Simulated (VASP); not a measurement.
# GePt (Pnma) in VASP: single point with LDA

Aim: the single point of GePt with LDA.

Everything below comes from runs of VASP 6.6.1. Logs are shortened: lines on timing, memory, paths and dates and some standing lists are left out, and cuts for length are marked.

### Step 1. The cell of the first run

Symmetry: Pnma, No. 62, orthorhombic system. The conventional cell has a = 5.705 Å, b = 3.676 Å, c = 6.047 Å, α = 90.00°, β = 90.00°, γ = 90.00°. Ge (site symmetry m) has 6 Pt at 2.47 to 2.64 Å and 2 Ge at 3.00 Å within 3.3 Å. Pt (site symmetry m) has 6 Ge at 2.47 to 2.64 Å and 4 Pt at 2.94 to 2.96 Å within 3.3 Å.

### Step 2. Single point, LDA

Input file INCAR:

```
SYSTEM = GePt
ALGO     = Normal         ! electronic algorithm
EDIFF    = 1E-6           ! SCF threshold, eV
ENCUT    = 520            ! plane-wave cutoff, eV
ISIF     = 2              ! what is computed and relaxed
ISMEAR   = 0              ! smearing method
LASPH    = .True.         ! aspherical terms in the spheres
LCHARG   = .True.         ! write CHGCAR
LELF     = .True.         ! ELF
LREAL    = .False.        ! projectors in reciprocal space
LVHAR    = .True.       
LWAVE    = .False.        ! write WAVECAR
NBANDS   = 58             ! bands
NELM     = 60             ! most SCF steps
PREC     = Accurate       ! precision mode
SIGMA    = 0.1            ! smearing width, eV
```

Input file KPOINTS:

```
k-points
0
Gamma
  6 10 6
  0 0 0
```

Input file POSCAR:

```
GePt
1.0
    5.7050702733      0.0000000000      0.0000000000
    0.0000000000      3.6755169195      0.0000000000
    0.0000000000      0.0000000000      6.0472129019
Ge Pt
4 4
Direct
    0.1853837677      0.2500000000      0.5880846727
    0.3146162323      0.7500000000      0.0880846727
    0.6853837677      0.2500000000      0.9119153273
    0.8146162323      0.7500000000      0.4119153273
    1.0009405690      0.2500000000      0.1913875100
    0.4990594310      0.7500000000      0.6913875100
    0.5009405690      0.2500000000      0.3086124900
   -0.0009405690      0.7500000000      0.8086124900
```

Potentials or basis: VASP PAW LDA potentials, release 64 (Ge_d, Pt).

Command:

```sh
cat potpaw_LDA.64/Ge_d/POTCAR potpaw_LDA.64/Pt/POTCAR > POTCAR
mpirun -np 1 vasp_std > vasp.out
```

OUTCAR:

```text
SYSTEM = GePt
   EDIFF = 1E-6
   ENCUT = 520
   ISIF = 2
   ISMEAR = 0
   LASPH = .True.
   LREAL = .False.
   NELM = 60
   PREC = Accurate

 ion  position               nearest neighbor table
   1  0.185  0.250  0.588-   7 2.47   8 2.51   8 2.51   5 2.62   6 2.64   6 2.64
   2  0.315  0.750  0.088-   8 2.47   7 2.51   7 2.51   6 2.62   5 2.64   5 2.64
   3  0.685  0.250  0.912-   5 2.47   6 2.51   6 2.51   7 2.62   8 2.64   8 2.64
   4  0.815  0.750  0.412-   6 2.47   5 2.51   5 2.51   8 2.62   7 2.64   7 2.64
   5  0.001  0.250  0.191-   3 2.47   4 2.51   4 2.51   1 2.62   2 2.64   2 2.64   7 2.94   7 2.94
                             8 2.96   8 2.96
   6  0.499  0.750  0.691-   4 2.47   3 2.51   3 2.51   2 2.62   1 2.64   1 2.64   8 2.94   8 2.94
                             7 2.96   7 2.96
   7  0.501  0.250  0.309-   1 2.47   2 2.51   2 2.51   3 2.62   4 2.64   4 2.64   5 2.94   5 2.94
                             6 2.96   6 2.96
   8  0.999  0.750  0.809-   2 2.47   1 2.51   1 2.51   4 2.62   3 2.64   3 2.64   6 2.94   6 2.94
                             5 2.96   5 2.96

  LATTYP: Found a simple orthorhombic cell.
 ALAT       =     3.6755169195
 B/A-ratio  =     1.5521817470
 C/A-ratio  =     1.6452686886

  Lattice vectors:

 A1 = (   0.0000000000,  -3.6755169195,   0.0000000000)
 A2 = (   5.7050702733,   0.0000000000,   0.0000000000)
 A3 = (   0.0000000000,   0.0000000000,   6.0472129019)

Analysis of symmetry for initial positions (statically):
=====================================================================
 Subroutine PRICEL returns:
 Original cell was already a primitive cell.

 Routine SETGRP: Setting up the symmetry group for a
 simple orthorhombic supercell.

 Subroutine GETGRP returns: Found  8 space group operations
 (whereof  2 operations were pure point group operations)
 out of a pool of  8 trial point group operations.

The static configuration has the point symmetry S_2 .
 The point group associated with its full space group is D_2h.

Analysis of symmetry for dynamics (positions and initial velocities):
=====================================================================
 Subroutine PRICEL returns:
 Original cell was already a primitive cell.

 Routine SETGRP: Setting up the symmetry group for a
 simple orthorhombic supercell.

 Subroutine GETGRP returns: Found  8 space group operations
 (whereof  2 operations were pure point group operations)
 out of a pool of  8 trial point group operations.

The dynamic configuration has the point symmetry S_2 .
 The point group associated with its full space group is D_2h.

 Subroutine INISYM returns: Found  8 space group operations
 (whereof  2 operations are pure point group operations),
 and found     1 'primitive' translations

----------------------------------------------------------------------------------------

                                     Primitive cell

  volume of cell :     126.8045

  direct lattice vectors                    reciprocal lattice vectors
     5.705070273  0.000000000  0.000000000     0.175282679  0.000000000  0.000000000
     0.000000000  3.675516920  0.000000000     0.000000000  0.272070575  0.000000000
     0.000000000  0.000000000  6.047212902     0.000000000  0.000000000  0.165365436

  length of vectors
     5.705070273  3.675516920  6.047212902     0.175282679  0.272070575  0.165365436

  position of ions in fractional coordinates (direct lattice)
     0.185383768  0.250000000  0.588084673
     0.314616232  0.750000000  0.088084673
     0.685383768  0.250000000  0.911915327
     0.814616232  0.750000000  0.411915327
     0.000940569  0.250000000  0.191387510
     0.499059431  0.750000000  0.691387510
     0.500940569  0.250000000  0.308612490
     0.999059431  0.750000000  0.808612490

  ion indices of the primitive-cell ions
   primitive index   ion index
                 1           1
                 2           2
                 3           3
                 4           4
                 5           5
                 6           6
                 7           7
                 8           8

----------------------------------------------------------------------------------------

 KPOINTS: k-points

Automatic generation of k-mesh.
 Grid dimensions read from file:
 generate k-points for:    6   10    6

 Generating k-lattice:

  Cartesian coordinates                     Fractional coordinates (reciprocal lattice)
     0.029213780  0.000000000  0.000000000     0.166666667  0.000000000  0.000000000
     0.000000000  0.027207057  0.000000000     0.000000000  0.100000000  0.000000000
     0.000000000  0.000000000  0.027560906     0.000000000  0.000000000  0.166666667

  Length of vectors
     0.029213780  0.027207057  0.027560906

  Shift w.r.t. Gamma in fractional coordinates (k-lattice)
     0.000000000  0.000000000  0.000000000

 Subroutine IBZKPT returns following result:
 ===========================================

 Found     96 irreducible k-points:

 Following reciprocal coordinates:
            Coordinates               Weight
  0.000000  0.000000  0.000000      1.000000
  0.166667  0.000000  0.000000      2.000000
  0.333333  0.000000  0.000000      2.000000
  0.500000  0.000000  0.000000      1.000000
  0.000000  0.100000  0.000000      2.000000
  0.166667  0.100000  0.000000      4.000000
[... 16 lines left out ...]
  0.333333  0.500000  0.000000      2.000000
  0.500000  0.500000  0.000000      1.000000
 [... further k-points ...]
   k-points           NKPTS =     96   k-points in BZ     NKDIM =     96   number of bands    NBANDS=     58
   number of dos      NEDOS =    301   number of ions     NIONS =      8
   total plane-waves  NPLWV =  56448
   dimension x,y,z NGX =    42 NGY =   28 NGZ =   48
   dimension x,y,z NGXF=    84 NGYF=   56 NGZF=   96
   ions per type =               4   4
   NGX,Y,Z   is equivalent  to a cutoff of  12.24, 12.66, 13.20 a.u.
   NGXF,Y,Z  is equivalent  to a cutoff of  24.48, 25.33, 26.39 a.u.
 SYSTEM =  GePt
   PREC   = accura    normal or accurate (medium, high low for compatibility)
   ISTART =      0    job   : 0-new  1-cont  2-samecut
   ICHARG =      2    charge: 1-file 2-atom 10-const
   ISPIN  =      1    spin polarized calculation?
   LNONCOLLINEAR =      F non collinear calculations
   LSORBIT =      F    spin-orbit coupling
   LASPH  =      T    aspherical Exc in radial PAW
   ENCUT  =  520.0 eV  38.22 Ry    6.18 a.u.  10.61  6.83 11.24*2*pi/ulx,y,z
   NELM   =     60;   NELMIN=  2; NELMDL= -5     # of ELM steps
   EDIFF  = 0.1E-05   stopping-criterion for ELM
   LREAL  =      F    real-space projection
   EDIFFG = 0.1E-04   stopping-criterion for IOM
   NSW    =      0    number of steps for IOM
   IBRION =     -1    ionic relax: 0-MD 1-quasi-New 2-CG
   NFREE  =      0    steps in history (QN), initial steepest desc. (CG)
   ISIF   =      2    stress and relaxation
   ISYM   =      2    0-nonsym 1-usesym 2-fastsym
   POTIM  = 0.5000    time-step for ionic-motion
   TEBEG  =    0.0;   TEEND  =   0.0 temperature during run
   PSTRESS=    0.0 pullay stress
   NELECT =      96.0000    total number of electrons
   NUPDOWN=      -1.0000    fix difference up-down
   EMIN   =  10.00;   EMAX   =-10.00  energy-range for DOS
   EFERMI =   0.00;   METHOD = LEGACY
   ISMEAR =     0;   SIGMA  =   0.10  broadening in eV -4-tet -1-fermi 0-gaus
   EFERMI_NEDOS =   21; number of points for ismear=-14 and -15
   IALGO  =     38    algorithm
   IMIX   =      4    mixing-type and parameters
     AMIX     =   0.40;   BMIX     =  1.00
     AMIX_MAG =   1.60;   BMIX_MAG =  1.00
  volume/ion in A,a.u.               =      15.85       106.96
  Fermi-wavevector in a.u.,A,eV,Ry     =   1.492062  2.819589 30.289977  2.226250
  Thomas-Fermi vector in A             =   2.604638
   LORBIT       =      0    0 simple, 1 ext, 2 COOP (PROOUT), +10 PAW based schemes
   GGA     = CA    functional components
   LHFCALC =     F    Hartree Fock is set to
   AEXX    =    0.0000 exact exchange contribution
   IVDW    =     0    specifies the selected vdW correction
   LEPSILON=     F    determine dielectric tensor
   LRPA    =     F    only Hartree local field effects (RPA)
 non-spin polarized calculation
 Gauss-broadening in eV      SIGMA  =   0.10
  energy-cutoff  :      520.00
  volume of cell :      126.80
 maximum number of plane-waves:      3442
   NGX = 21   NGY = 13   NGZ = 23

 number of electron      96.0000087 magnetization

 Free energy of the ion-electron system (eV)
  ---------------------------------------------------
  ext. energy  EPLUGINS =         0.00000000
  ---------------------------------------------------
  free energy    TOTEN  =       -54.82753874 eV

  energy without entropy =      -54.81636635  energy(sigma->0) =      -54.82195254

 E-fermi :   9.8950     XC(G=0): -12.8284

 val. band max:        9.8882643940   @ k =   0.3333   0.3000   0.1667
 cond. band min:       9.8994674990   @ k =   0.1667   0.5000   0.0000
 fundamental gap:      0.0112031050
 Fermi energy:         9.8949869151

 k-point     1 :       0.0000    0.0000    0.0000
  band No.  band energies     occupation
      1     -15.4284      2.00000
      2     -15.4206      2.00000
      3     -15.4180      2.00000
      4     -15.4147      2.00000
      5     -15.4035      2.00000
      6     -15.3874      2.00000
[... 50 lines left out ...]
     57      15.0970      0.00000
     58      15.7402      0.00000

 k-point     2 :       0.1667    0.0000    0.0000
  band No.  band energies     occupation
      1     -15.4277      2.00000
      2     -15.4210      2.00000
      3     -15.4172      2.00000
      4     -15.4144      2.00000
      5     -15.4030      2.00000
      6     -15.3888      2.00000
[... 50 lines left out ...]
     57      15.3995      0.00000
     58      15.6656      0.00000

 k-point     3 :       0.3333    0.0000    0.0000
  band No.  band energies     occupation
      1     -15.4259      2.00000
      2     -15.4220      2.00000
      3     -15.4154      2.00000
      4     -15.4138      2.00000
      5     -15.4013      2.00000
      6     -15.3927      2.00000
[... 1216 lines left out ...]
      3     -15.4140      2.00000
      4     -15.4140      2.00000
      5     -15.3951      2.00000
      6     -15.3951      2.00000
[... 50 lines left out ...]
     57      16.0138      0.00000
     58      16.0264      0.00000

 k-point    24 :       0.5000    0.5000    0.0000
  band No.  band energies     occupation
      1     -15.4133      2.00000
      2     -15.4133      2.00000
      3     -15.4133      2.00000
      4     -15.4133      2.00000
      5     -15.3929      2.00000
      6     -15.3929      2.00000
[... 50 lines left out ...]
     57      16.3093      0.00000
     58      16.3093      0.00000

 [... further k-points ...]

------------------------ aborting loop because EDIFF is reached ----------------------------------------

  FORCE on cell =-STRESS in cart. coord.  units (eV):
  Direction    XX          YY          ZZ          XY          YZ          ZX
  --------------------------------------------------------------------------------------
  -------------------------------------------------------------------------------------
  Total        0.5520042      0.5038435      0.5975253     -0.0000000      0.0000000      0.0000000
  in kB        6.9745841      6.3660723      7.5497439     -0.0000000      0.0000000      0.0000000
  external PRESSURE =       6.9634668 kB  Pullay stress =       0.0000000 kB

 VOLUME and BASIS-vectors are now :
 -----------------------------------------------------------------------------
  energy-cutoff  :      520.00
  volume of cell :      126.80
      direct lattice vectors                 reciprocal lattice vectors
     5.705070273  0.000000000  0.000000000     0.175282679  0.000000000  0.000000000
     0.000000000  3.675516920  0.000000000     0.000000000  0.272070575  0.000000000
     0.000000000  0.000000000  6.047212902     0.000000000  0.000000000  0.165365436

 POSITION                                       TOTAL-FORCE (eV/Angst)
 -----------------------------------------------------------------------------------
      1.05763      0.91888      3.55627        -0.014523     -0.000000      0.002817
      1.79491      2.75664      0.53267         0.014523     -0.000000      0.002817
      3.91016      0.91888      5.51455        -0.014523     -0.000000     -0.002817
      4.64744      2.75664      2.49094         0.014523     -0.000000     -0.002817
      0.00537      0.91888      1.15736         0.021542      0.000000     -0.010212
      2.84717      2.75664      4.18097        -0.021542     -0.000000     -0.010212
      2.85790      0.91888      1.86625         0.021542     -0.000000      0.010212
      5.69970      2.75664      4.88985        -0.021542     -0.000000      0.010212
 -----------------------------------------------------------------------------------
    total drift:                               -0.000000     -0.000000      0.000000

  FREE ENERGIE OF THE ION-ELECTRON SYSTEM (eV)
  ---------------------------------------------------
  free  energy   TOTEN  =       -54.8275387427 eV

  energy  without entropy=      -54.8163663461  energy(sigma->0) =      -54.82195254
```

Run time: 6.1 min. Hardware: 1 thread of Intel Xeon Platinum 8488C (Sapphire Rapids), shared host; peak memory 0.57 GiB.

Results:

- Free energy: -54.8275 eV
- Pressure: 0.7 GPa
- Largest force: 0.024 eV/Å
- Band gap on the k mesh: zero (bands 48 and 49 overlap by 1.37 eV)

Forces in eV/Å, atoms in the order of the input:
```
Ge  -0.015  0.000  0.003
Ge   0.015  0.000  0.003
Ge  -0.015  0.000 -0.003
Ge   0.015  0.000 -0.003
Pt   0.022  0.000 -0.010
Pt  -0.022  0.000 -0.010
Pt   0.022  0.000  0.010
Pt  -0.022  0.000  0.010
```

Stress tensor (GPa, compression positive):
```
0.70 0.00 0.00
0.00 0.64 0.00
0.00 0.00 0.75
```

Caveat: spin-orbit coupling is left out, which moves the levels of the heavy elements.
